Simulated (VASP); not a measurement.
# KBr (Pm-3m) in VASP: single point with r2SCAN+rVV10

Aim: the single point of KBr with r2SCAN+rVV10.

Program: VASP 6.6.1. These are calculated values, not measurements. Logs are shortened: lines on timing, memory, paths and dates and some standing lists are left out, and cuts for length are marked.

**1. The cell of the first run**

Symmetry: Pm-3m, No. 221, cubic system. The conventional cell has a = 3.935 Å, b = 3.935 Å, c = 3.935 Å, α = 90.00°, β = 90.00°, γ = 90.00°. Within 4.5 Å of K (site symmetry m-3m) lie 8 Br at 3.41 Å and 6 K at 3.93 Å. Br (site symmetry m-3m) has 8 K at 3.41 Å and 6 Br at 3.93 Å within 4.5 Å.

**2. Single point, r2SCAN+rVV10**

POSCAR reads:

```
KBr
1.0
    3.9345246779      0.0000000000      0.0000000000
    0.0000000000      3.9345246779      0.0000000000
    0.0000000000      0.0000000000      3.9345246779
K Br
1 1
Direct
    0.0000000000      0.0000000000      0.0000000000
    0.5000000000      0.5000000000      0.5000000000
```

INCAR.step1 reads:

```
PREC = Accurate
ENCUT = 520
ISMEAR = -1
SIGMA = 0.03
LREAL = False
LASPH = True
NELM = 60
NBANDS = 15
GGA = PE
ALGO = Normal
EDIFF = 1E-4
LWAVE = True
LCHARG = False
```

INCAR.step2 reads:

```
PREC = Accurate
ENCUT = 520
EDIFF = 1E-6
ISMEAR = -1
SIGMA = 0.03
LREAL = False
LASPH = True
NELM = 60
ALGO = Normal
ISIF = 2
LWAVE = False
LCHARG = True
METAGGA = R2SCAN
LMIXTAU = True
LUSE_VDW = True
IVDW_NL = 2
BPARAM = 11.95
CPARAM = 0.0093
LELF = True
LVHAR = True
NBANDS = 15
ISTART = 1
```

KPOINTS reads:

```
regular mesh
0
Gamma
  8 8 8
```

Potentials or basis: VASP PAW PBE potentials, release 64 (K_sv, Br).

Run with:

```bash
$ cat potpaw_PBE.64/K_sv/POTCAR potpaw_PBE.64/Br/POTCAR > POTCAR
$ cp INCAR.step1 INCAR
$ mpirun -np 1 vasp_std > vasp.out
$ cp INCAR.step2 INCAR
$ mpirun -np 1 vasp_std > vasp.out
```

OUTCAR:

```text
PREC = Accurate
   ENCUT = 520
   EDIFF = 1E-6
   ISMEAR = -1
   LREAL = False
   LASPH = True
   NELM = 60
   ISIF = 2
   METAGGA = R2SCAN
   IVDW_NL = 2
   BPARAM = 11.95
   ISTART = 1

 ion  position               nearest neighbor table
   1  0.000  0.000  0.000-
   2  0.500  0.500  0.500-

  LATTYP: Found a simple cubic cell.
 ALAT       =     3.9345246779

  Lattice vectors:

 A1 = (   3.9345246779,   0.0000000000,   0.0000000000)
 A2 = (   0.0000000000,   3.9345246779,   0.0000000000)
 A3 = (   0.0000000000,   0.0000000000,   3.9345246779)

Analysis of symmetry for initial positions (statically):
=====================================================================
 Subroutine PRICEL returns:
 Original cell was already a primitive cell.

 Routine SETGRP: Setting up the symmetry group for a
 simple cubic supercell.

 Subroutine GETGRP returns: Found 48 space group operations
 (whereof 48 operations were pure point group operations)
 out of a pool of 48 trial point group operations.

The static configuration has the point symmetry O_h .

Analysis of symmetry for dynamics (positions and initial velocities):
=====================================================================
 Subroutine PRICEL returns:
 Original cell was already a primitive cell.

 Routine SETGRP: Setting up the symmetry group for a
 simple cubic supercell.

 Subroutine GETGRP returns: Found 48 space group operations
 (whereof 48 operations were pure point group operations)
 out of a pool of 48 trial point group operations.

The dynamic configuration has the point symmetry O_h .

 Subroutine INISYM returns: Found 48 space group operations
 (whereof 48 operations are pure point group operations),
 and found     1 'primitive' translations

----------------------------------------------------------------------------------------

                                     Primitive cell

  volume of cell :      60.9083

  direct lattice vectors                    reciprocal lattice vectors
     3.934524678  0.000000000  0.000000000     0.254160307  0.000000000  0.000000000
     0.000000000  3.934524678  0.000000000     0.000000000  0.254160307  0.000000000
     0.000000000  0.000000000  3.934524678     0.000000000  0.000000000  0.254160307

  length of vectors
     3.934524678  3.934524678  3.934524678     0.254160307  0.254160307  0.254160307
[... 89 lines left out ...]
   POTIM  = 0.5000    time-step for ionic-motion
   TEBEG  =    0.0;   TEEND  =   0.0 temperature during run
   PSTRESS=    0.0 pullay stress
   NELECT =      16.0000    total number of electrons
   NUPDOWN=      -1.0000    fix difference up-down
   EMIN   =  10.00;   EMAX   =-10.00  energy-range for DOS
   EFERMI =   0.00;   METHOD = LEGACY
   ISMEAR =    -1;   SIGMA  =   0.03  broadening in eV -4-tet -1-fermi 0-gaus
   EFERMI_NEDOS =   21; number of points for ismear=-14 and -15
   IALGO  =     38    algorithm
   IMIX   =      4    mixing-type and parameters
     AMIX     =   0.40;   BMIX     =  1.00
     AMIX_MAG =   1.60;   BMIX_MAG =  1.00
  volume/ion in A,a.u.               =      30.45       205.51
  Fermi-wavevector in a.u.,A,eV,Ry     =   1.048470  1.981320 14.956731  1.099289
  Thomas-Fermi vector in A             =   2.183393
   LORBIT       =      0    0 simple, 1 ext, 2 COOP (PROOUT), +10 PAW based schemes
   METAGGA = R2SCAN    functional components
   LHFCALC =     F    Hartree Fock is set to
   AEXX    =    0.0000 exact exchange contribution
   IVDW_NL    =     2    kernel type
   BPARAM     =11.9500
   IVDW    =     0    specifies the selected vdW correction
   LEPSILON=     F    determine dielectric tensor
   LRPA    =     F    only Hartree local field effects (RPA)
 non-spin polarized calculation
  energy-cutoff  :      520.00
  volume of cell :       60.91
 maximum number of plane-waves:      1667
 NGX is ok and might be reduce to    30
   NGX = 15   NGY = 15   NGZ = 15

 number of electron      15.9999998 magnetization

 Free energy of the ion-electron system (eV)
  ---------------------------------------------------
  ext. energy  EPLUGINS =         0.00000000
  ---------------------------------------------------
  free energy    TOTEN  =       -22.66629402 eV

  energy without entropy =      -22.66629402  energy(sigma->0) =      -22.66629402

 E-fermi :  -0.0115     XC(G=0):  -8.6296

 val. band max:       -0.7313071318   @ k =   0.5000   0.5000   0.0000
 cond. band min:       4.0747663745   @ k =   0.0000   0.0000   0.0000
 fundamental gap:      4.8060735063
 Fermi energy:        -0.0114519927

 k-point     1 :       0.0000    0.0000    0.0000
  band No.  band energies     occupation
      1     -30.4017      2.00000
      2     -14.1371      2.00000
      3     -13.0539      2.00000
      4     -13.0539      2.00000
      5     -13.0539      2.00000
      6      -1.0244      2.00000
      7      -1.0244      2.00000
      8      -1.0244      2.00000
      9       4.0748      0.00000
     10       5.5078      0.00000
     11       5.5078      0.00000
     12       9.8834      0.00000
     13       9.8834      0.00000
     14       9.8834      0.00000
[... 401 lines left out ...]
      2     -13.8915      2.00000
      3     -13.2020      2.00000
      4     -13.1490      2.00000
      5     -13.0390      2.00000
      6      -2.4077      2.00000
      7      -2.1594      2.00000
      8      -1.0662      2.00000
      9       5.5606      0.00000
     10       7.0962      0.00000
     11       7.9362      0.00000
     12       8.1550      0.00000
     13       9.8288      0.00000
     14      10.3804      0.00000
     15      11.3949      0.00000

 [... further k-points ...]

------------------------ aborting loop because EDIFF is reached ----------------------------------------

  FORCE on cell =-STRESS in cart. coord.  units (eV):
  Direction    XX          YY          ZZ          XY          YZ          ZX
  --------------------------------------------------------------------------------------
  -------------------------------------------------------------------------------------
  Total       -0.0021756     -0.0021756     -0.0021756      0.0000000      0.0000000      0.0000000
  in kB       -0.0572284     -0.0572284     -0.0572284      0.0000000      0.0000000      0.0000000
  external PRESSURE =      -0.0572284 kB  Pullay stress =       0.0000000 kB

 VOLUME and BASIS-vectors are now :
 -----------------------------------------------------------------------------
  energy-cutoff  :      520.00
  volume of cell :       60.91
      direct lattice vectors                 reciprocal lattice vectors
     3.934524678  0.000000000  0.000000000     0.254160307  0.000000000  0.000000000
     0.000000000  3.934524678  0.000000000     0.000000000  0.254160307  0.000000000
     0.000000000  0.000000000  3.934524678     0.000000000  0.000000000  0.254160307

 POSITION                                       TOTAL-FORCE (eV/Angst)
 -----------------------------------------------------------------------------------
      0.00000      0.00000      0.00000         0.000000      0.000000      0.000000
      1.96726      1.96726      1.96726         0.000000      0.000000      0.000000
 -----------------------------------------------------------------------------------
    total drift:                               -0.000000     -0.000000     -0.000000

  FREE ENERGIE OF THE ION-ELECTRON SYSTEM (eV)
  ---------------------------------------------------
  free  energy   TOTEN  =       -22.6662940160 eV

  energy  without entropy=      -22.6662940160  energy(sigma->0) =      -22.66629402
```

OSZICAR.step1:

```text
N       E                     dE             d eps       ncg     rms          rms(c)
DAV:   1     0.983351057612E+02    0.98335E+02   -0.70767E+03  1050   0.961E+02
DAV:   2    -0.939674992448E+00   -0.99275E+02   -0.92391E+02  1396   0.236E+02
DAV:   3    -0.606843317447E+01   -0.51288E+01   -0.51055E+01  1449   0.468E+01
DAV:   4    -0.624024626050E+01   -0.17181E+00   -0.17179E+00  1537   0.758E+00
DAV:   5    -0.624140305268E+01   -0.11568E-02   -0.11568E-02  1484   0.728E-01    0.295E+00
DAV:   6    -0.607893184531E+01    0.16247E+00   -0.14003E-01  1316   0.223E+00    0.221E+00
DAV:   7    -0.605218767670E+01    0.26744E-01   -0.87211E-02  1358   0.193E+00    0.103E+00
DAV:   8    -0.605490164818E+01   -0.27140E-02   -0.12934E-02  1340   0.853E-01    0.112E-01
DAV:   9    -0.605506661350E+01   -0.16497E-03   -0.32909E-04  1477   0.145E-01    0.746E-02
DAV:  10    -0.605520774717E+01   -0.14113E-03   -0.17916E-04  1131   0.966E-02    0.117E-02
DAV:  11    -0.605520988805E+01   -0.21409E-05   -0.78469E-06   756   0.222E-02
   1 F= -.60552099E+01 E0= -.60552099E+01  d E =-.157106E-10
```

Wall time 3.1 min (1 thread of AMD EPYC 7R13, shared host); peak memory 0.27 GiB.

Results:

```yaml
Free_energy: -22.6663 eV
Pressure: 0.0 GPa
Band_gap_on_the_k_mesh: 4.81 eV (least direct gap 5.10 eV)
```

Levels at points of the mesh, in eV from the valence-band top:
| k point | band 4 | band 5 | band 6 | band 7 | band 8 | band 9 | band 10 | band 11 | band 12 | band 13 |
| --- | --- | --- | --- | --- | --- | --- | --- | --- | --- | --- |
| (0.00, 0.00, 0.00) | -12.32 | -12.32 | -0.29 | -0.29 | -0.29 | 4.81 | 6.24 | 6.24 | 10.61 | 10.61 |
| (0.50, 0.00, 0.00) | -12.30 | -12.11 | -2.22 | -0.28 | -0.28 | 7.46 | 7.71 | 8.79 | 9.54 | 10.71 |
| (0.50, 0.50, 0.00) | -12.51 | -12.28 | -1.58 | -1.58 | 0.00 | 5.77 | 7.25 | 8.77 | 8.77 | 11.61 |
| (0.50, 0.50, 0.50) | -12.46 | -12.46 | -1.66 | -1.66 | -1.66 | 8.14 | 8.14 | 8.14 | 10.54 | 10.54 |

Caveat: the PAW data sets were made with another functional, which shifts forces and pressure a little. A k mesh can miss the band edges.
